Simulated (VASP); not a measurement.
# Al3GaAs4 (Pmm2) in VASP: single point with PBE

Aim: the single point of Al3GaAs4 with PBE.

Program: VASP 6.6.1. These are calculated values, not measurements. Logs are shortened: lines on timing, memory, paths and dates and some standing lists are left out, and cuts for length are marked.

### 1 The cell of the first run

The structure is orthorhombic, space group Pmm2 (No. 25). The conventional cell has a = 4.055 Å, b = 8.110 Å, c = 5.729 Å, α = 90.00°, β = 90.00°, γ = 90.00°. Al (site symmetry mm2) has 4 As at 2.48 Å within 3.3 Å. Al (site symmetry m) has 4 As at 2.48 Å within 3.3 Å. Ga (site symmetry mm2) has 4 As at 2.49 Å within 3.3 Å. Within 3.3 Å of As (site symmetry m) lie 3 Al at 2.48 Å and 1 Ga at 2.49 Å. As (site symmetry mm2) has 4 Al at 2.48 Å within 3.3 Å. As (site symmetry mm2) has 2 Al at 2.48 Å and 2 Ga at 2.49 Å within 3.3 Å.

### 2 Single point, PBE

The input, INCAR:

```
SYSTEM = Al3GaAs4
PREC = Accurate
ENCUT = 520
EDIFF = 1E-7
ISMEAR = 0
SIGMA = 0.02
LREAL = .False.
LASPH = .True.
NELM = 60
ALGO = Normal
ISIF = 2
LWAVE = .False.
LCHARG = .False.
GGA = PE
NBANDS = 31
```

The input, KPOINTS:

```
regular mesh
0
Gamma
  8 4 6
  0 0 0
```

The input, POSCAR:

```
Al3GaAs4
1.0
    4.0552463059      0.0000000000      0.0000000000
    0.0000000000      8.1095029535      0.0000000000
    0.0000000000      0.0000000000      5.7294873586
Al Ga As
3 1 4
Direct
    0.0000000000      0.0000000000      0.0003476352
    0.5000000000      0.2497306264      0.5000116810
    0.5000000000      0.7502693736      0.5000116810
    0.0000000000      0.5000000000     -0.0001578652
    0.0000000000      0.7507955095      0.7491329432
    0.5000000000      0.0000000000      0.2498818677
    0.0000000000      0.2492044905      0.7491329432
    0.5000000000      0.5000000000      0.2516391141
```

Potentials or basis: VASP PAW PBE potentials, release 64 (Al, Ga_d, As).

Run with:

```console
$ cat potpaw_PBE.64/Al/POTCAR potpaw_PBE.64/Ga_d/POTCAR potpaw_PBE.64/As/POTCAR > POTCAR
$ mpirun -np 1 vasp_std > vasp.out
```

OUTCAR:

```text
SYSTEM = Al3GaAs4
   PREC = Accurate
   ENCUT = 520
   EDIFF = 1E-7
   ISMEAR = 0
   LREAL = .False.
   LASPH = .True.
   NELM = 60
   ISIF = 2
   GGA = PE

 ion  position               nearest neighbor table
   1  0.000  0.000  0.000-   6 2.48   6 2.48   7 2.48   5 2.48
   2  0.500  0.250  0.500-   8 2.48   7 2.48   7 2.48   6 2.48
   3  0.500  0.750  0.500-   8 2.48   5 2.48   5 2.48   6 2.48
   4  0.000  0.500  1.000-   8 2.49   8 2.49   5 2.49   7 2.49
   5  0.000  0.751  0.749-   3 2.48   3 2.48   1 2.48   4 2.49
   6  0.500  0.000  0.250-   2 2.48   3 2.48   1 2.48   1 2.48
   7  0.000  0.249  0.749-   2 2.48   2 2.48   1 2.48   4 2.49
   8  0.500  0.500  0.252-   2 2.48   3 2.48   4 2.49   4 2.49

  LATTYP: Found a simple orthorhombic cell.
 ALAT       =     4.0552463059
 B/A-ratio  =     1.4128580427
 C/A-ratio  =     1.9997559561

  Lattice vectors:

 A1 = (  -4.0552463059,   0.0000000000,   0.0000000000)
 A2 = (   0.0000000000,   0.0000000000,   5.7294873586)
 A3 = (   0.0000000000,   8.1095029535,   0.0000000000)

Analysis of symmetry for initial positions (statically):
=====================================================================
 Subroutine PRICEL returns:
 Original cell was already a primitive cell.

 Routine SETGRP: Setting up the symmetry group for a
 simple orthorhombic supercell.

 Subroutine GETGRP returns: Found  4 space group operations
 (whereof  4 operations were pure point group operations)
 out of a pool of  8 trial point group operations.

The static configuration has the point symmetry C_2v.

Analysis of symmetry for dynamics (positions and initial velocities):
=====================================================================
 Subroutine PRICEL returns:
 Original cell was already a primitive cell.

 Routine SETGRP: Setting up the symmetry group for a
 simple orthorhombic supercell.

 Subroutine GETGRP returns: Found  4 space group operations
 (whereof  4 operations were pure point group operations)
 out of a pool of  8 trial point group operations.

The dynamic configuration has the point symmetry C_2v.

 Subroutine INISYM returns: Found  4 space group operations
 (whereof  4 operations are pure point group operations),
 and found     1 'primitive' translations

----------------------------------------------------------------------------------------

                                     Primitive cell

  volume of cell :     188.4201

  direct lattice vectors                    reciprocal lattice vectors
     4.055246306  0.000000000  0.000000000     0.246594146  0.000000000  0.000000000
     0.000000000  8.109502953  0.000000000     0.000000000  0.123312120  0.000000000
     0.000000000  0.000000000  5.729487359     0.000000000  0.000000000  0.174535685

  length of vectors
     4.055246306  8.109502953  5.729487359     0.246594146  0.123312120  0.174535685

  position of ions in fractional coordinates (direct lattice)
     0.000000000  0.000000000  0.000347635
     0.500000000  0.249730626  0.500011681
     0.500000000  0.750269374  0.500011681
     0.000000000  0.500000000  0.999842135
     0.000000000  0.750795510  0.749132943
     0.500000000  0.000000000  0.249881868
     0.000000000  0.249204490  0.749132943
     0.500000000  0.500000000  0.251639114

  ion indices of the primitive-cell ions
   primitive index   ion index
                 1           1
                 2           2
                 3           3
                 4           4
                 5           5
                 6           6
                 7           7
                 8           8

----------------------------------------------------------------------------------------

 KPOINTS: regular mesh

Automatic generation of k-mesh.
 Grid dimensions read from file:
 generate k-points for:    8    4    6

 Generating k-lattice:

  Cartesian coordinates                     Fractional coordinates (reciprocal lattice)
     0.030824268  0.000000000  0.000000000     0.125000000  0.000000000  0.000000000
     0.000000000  0.030828030  0.000000000     0.000000000  0.250000000  0.000000000
     0.000000000  0.000000000  0.029089281     0.000000000  0.000000000  0.166666667

  Length of vectors
     0.030824268  0.030828030  0.029089281

  Shift w.r.t. Gamma in fractional coordinates (k-lattice)
     0.000000000  0.000000000  0.000000000

 Subroutine IBZKPT returns following result:
 ===========================================

 Found     60 irreducible k-points:

 Following reciprocal coordinates:
            Coordinates               Weight
  0.000000  0.000000  0.000000      1.000000
  0.125000  0.000000  0.000000      2.000000
  0.250000  0.000000  0.000000      2.000000
  0.375000  0.000000  0.000000      2.000000
  0.500000  0.000000  0.000000      1.000000
  0.000000  0.250000  0.000000      2.000000
[... 16 lines left out ...]
  0.250000  0.250000  0.166667      8.000000
  0.375000  0.250000  0.166667      8.000000
 [... further k-points ...]
   k-points           NKPTS =     60   k-points in BZ     NKDIM =     60   number of bands    NBANDS=     31
   number of dos      NEDOS =    301   number of ions     NIONS =      8
   total plane-waves  NPLWV =  86400
   dimension x,y,z NGX =    30 NGY =   60 NGZ =   48
   dimension x,y,z NGXF=    60 NGYF=  120 NGZF=   96
   ions per type =               3   1   4
   NGX,Y,Z   is equivalent  to a cutoff of  12.30, 12.30, 13.93 a.u.
   NGXF,Y,Z  is equivalent  to a cutoff of  24.60, 24.60, 27.86 a.u.
 SYSTEM =  Al3GaAs4
   PREC   = accura    normal or accurate (medium, high low for compatibility)
   ISTART =      0    job   : 0-new  1-cont  2-samecut
   ICHARG =      2    charge: 1-file 2-atom 10-const
   ISPIN  =      1    spin polarized calculation?
   LNONCOLLINEAR =      F non collinear calculations
   LSORBIT =      F    spin-orbit coupling
   LASPH  =      T    aspherical Exc in radial PAW
   ENCUT  =  520.0 eV  38.22 Ry    6.18 a.u.   7.54 15.08 10.65*2*pi/ulx,y,z
   NELM   =     60;   NELMIN=  2; NELMDL= -5     # of ELM steps
   EDIFF  = 0.1E-06   stopping-criterion for ELM
   LREAL  =      F    real-space projection
   EDIFFG = 0.1E-05   stopping-criterion for IOM
   NSW    =      0    number of steps for IOM
   IBRION =     -1    ionic relax: 0-MD 1-quasi-New 2-CG
   NFREE  =      0    steps in history (QN), initial steepest desc. (CG)
   ISIF   =      2    stress and relaxation
   ISYM   =      2    0-nonsym 1-usesym 2-fastsym
   POTIM  = 0.5000    time-step for ionic-motion
   TEBEG  =    0.0;   TEEND  =   0.0 temperature during run
   PSTRESS=    0.0 pullay stress
   NELECT =      42.0000    total number of electrons
   NUPDOWN=      -1.0000    fix difference up-down
   EMIN   =  10.00;   EMAX   =-10.00  energy-range for DOS
   EFERMI =   0.00;   METHOD = LEGACY
   ISMEAR =     0;   SIGMA  =   0.02  broadening in eV -4-tet -1-fermi 0-gaus
   EFERMI_NEDOS =   21; number of points for ismear=-14 and -15
   IALGO  =     38    algorithm
   IMIX   =      4    mixing-type and parameters
     AMIX     =   0.40;   BMIX     =  1.00
     AMIX_MAG =   1.60;   BMIX_MAG =  1.00
  volume/ion in A,a.u.               =      23.55       158.94
  Fermi-wavevector in a.u.,A,eV,Ry     =   0.992618  1.875776 13.405693  0.985291
  Thomas-Fermi vector in A             =   2.124443
   LORBIT       =      0    0 simple, 1 ext, 2 COOP (PROOUT), +10 PAW based schemes
   GGA     = PE    functional components
   LHFCALC =     F    Hartree Fock is set to
   AEXX    =    0.0000 exact exchange contribution
   IVDW    =     0    specifies the selected vdW correction
   LEPSILON=     F    determine dielectric tensor
   LRPA    =     F    only Hartree local field effects (RPA)
 non-spin polarized calculation
 Gauss-broadening in eV      SIGMA  =   0.02
  energy-cutoff  :      520.00
  volume of cell :      188.42
 maximum number of plane-waves:      5120
   NGX = 15   NGY = 31   NGZ = 21

 number of electron      42.0000026 magnetization

 Free energy of the ion-electron system (eV)
  ---------------------------------------------------
  ext. energy  EPLUGINS =         0.00000000
  ---------------------------------------------------
  free energy    TOTEN  =       -36.42292891 eV

  energy without entropy =      -36.42292891  energy(sigma->0) =      -36.42292891

 E-fermi :   3.6873     XC(G=0):  -9.0218

 val. band max:        3.5651471792   @ k =   0.0000   0.0000   0.0000
 cond. band min:       4.8679940294   @ k =   0.0000   0.0000   0.0000
 fundamental gap:      1.3028468502
 Fermi energy:         3.6872910376

 k-point     1 :       0.0000    0.0000    0.0000
  band No.  band energies     occupation
      1     -10.9143      2.00000
      2     -10.8934      2.00000
      3     -10.8669      2.00000
      4     -10.8270      2.00000
      5     -10.8186      2.00000
      6      -8.2921      2.00000
[... 23 lines left out ...]
     30       9.2002      0.00000
     31       9.2203      0.00000

 k-point     2 :       0.1250    0.0000    0.0000
  band No.  band energies     occupation
      1     -10.9125      2.00000
      2     -10.8929      2.00000
      3     -10.8698      2.00000
      4     -10.8261      2.00000
      5     -10.8200      2.00000
      6      -8.1896      2.00000
[... 23 lines left out ...]
     30       7.9030      0.00000
     31       8.1367      0.00000

 k-point     3 :       0.2500    0.0000    0.0000
  band No.  band energies     occupation
      1     -10.9111      2.00000
      2     -10.8917      2.00000
      3     -10.8736      2.00000
      4     -10.8238      2.00000
      5     -10.8232      2.00000
      6      -7.8953      2.00000
[... 23 lines left out ...]
     30       8.3918      0.00000
     31       9.0787      0.00000

 k-point     4 :       0.3750    0.0000    0.0000
  band No.  band energies     occupation
      1     -10.9147      2.00000
      2     -10.8905      2.00000
      3     -10.8728      2.00000
      4     -10.8264      2.00000
      5     -10.8211      2.00000
      6      -7.4544      2.00000
[... 635 lines left out ...]
     30       8.2262      0.00000
     31       8.8085      0.00000

 k-point    23 :       0.2500    0.2500    0.1667
  band No.  band energies     occupation
      1     -10.9116      2.00000
      2     -10.8923      2.00000
      3     -10.8735      2.00000
      4     -10.8236      2.00000
      5     -10.8232      2.00000
      6      -7.7217      2.00000
[... 23 lines left out ...]
     30       9.0055      0.00000
     31       9.1487      0.00000

 k-point    24 :       0.3750    0.2500    0.1667
  band No.  band energies     occupation
      1     -10.9152      2.00000
      2     -10.8910      2.00000
      3     -10.8726      2.00000
      4     -10.8264      2.00000
      5     -10.8209      2.00000
      6      -7.3062      2.00000
[... 23 lines left out ...]
     30       9.1598      0.00000
     31       9.4494      0.00000

 [... further k-points ...]
[... 5 lines left out ...]
  --------------------------------------------------------------------------------------
  -------------------------------------------------------------------------------------
  Total        0.1822336      0.1811295      0.1917119      0.0000000      0.0000000      0.0000000
  in kB        1.5495718      1.5401834      1.6301683      0.0000000      0.0000000      0.0000000
  external PRESSURE =       1.5733078 kB  Pullay stress =       0.0000000 kB

 VOLUME and BASIS-vectors are now :
 -----------------------------------------------------------------------------
  energy-cutoff  :      520.00
  volume of cell :      188.42
      direct lattice vectors                 reciprocal lattice vectors
     4.055246306  0.000000000  0.000000000     0.246594146  0.000000000  0.000000000
     0.000000000  8.109502953  0.000000000     0.000000000  0.123312120  0.000000000
     0.000000000  0.000000000  5.729487359     0.000000000  0.000000000  0.174535685

 POSITION                                       TOTAL-FORCE (eV/Angst)
 -----------------------------------------------------------------------------------
      0.00000      0.00000      0.00199         0.000000      0.000000     -0.000268
      2.02762      2.02519      2.86481         0.000000      0.000905     -0.000153
      2.02762      6.08431      2.86481        -0.000000     -0.000905     -0.000153
      0.00000      4.05475      5.72858         0.000000      0.000000      0.000366
      0.00000      6.08858      4.29215         0.000000      0.001296     -0.002129
      2.02762      0.00000      1.43170         0.000000      0.000000      0.000013
      0.00000      2.02092      4.29215        -0.000000     -0.001296     -0.002129
      2.02762      4.05475      1.44176         0.000000      0.000000      0.004451
 -----------------------------------------------------------------------------------
    total drift:                                0.000000      0.000000      0.000086

  FREE ENERGIE OF THE ION-ELECTRON SYSTEM (eV)
  ---------------------------------------------------
  free  energy   TOTEN  =       -36.4229289101 eV

  energy  without entropy=      -36.4229289101  energy(sigma->0) =      -36.42292891
```

Run time: 9.7 min. Hardware: 1 thread of Intel Xeon 8259CL, shared host; peak memory 0.49 GiB.

What came out:

```yaml
Free_energy: -36.4229 eV
Pressure: 0.2 GPa
Largest_force: 0.004 eV/Å
Band_gap_on_the_k_mesh: 1.30 eV
```

Forces on the atoms (eV/Å):
```
Al   0.000  0.000  0.000
Al   0.000  0.001  0.000
Al   0.000 -0.001  0.000
Ga   0.000  0.000  0.000
As   0.000  0.001 -0.002
As   0.000  0.000  0.000
As   0.000 -0.001 -0.002
As   0.000  0.000  0.004
```
